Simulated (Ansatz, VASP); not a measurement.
# One calculation of O, two programs

```
O
1.0
     9.00000    0.00000    0.00000
     0.00000    9.50000    0.00000
     0.00000    0.00000   10.00000
O
2
Direct
  0.50000 0.50000 0.43911
  0.50000 0.50000 0.56089
```

Alike in both runs: functional PBE; k mesh 1 × 1 × 1; occupations fermi-dirac, width 0.02 eV; collinear spin.

Ansatz relaxed the structure, and its values are those at the end. VASP's run is a single point on that final structure, the one shown.

```csv
,VASP,Ansatz
version,VASP 6.6.1,Ansatz 0.2.0
potentials or method,"VASP PAW PBE potentials, release 64 (O), cutoff 520 eV","plane waves, PAW"
valence electrons in the cell,12,12
```

```tsv
	VASP	Ansatz	Ansatz less VASP
rms of the force components (eV/Å)	0.677	0.004	-0.6725
net moment per atom (μB)	1.00	1.00	0.000
size of the moment on the site where the two differ most (μB)	0.81	0.56	-0.251
```

Site moments also hang on the region over which each program counts them. One of these differences is far larger than is usual between the two programs; its cause wasn't traced. Ansatz's warnings: end state compared, stress scf threshold loose.

Noted on VASP's run: the standard files for N, O and F lose accuracy on very short bonds.
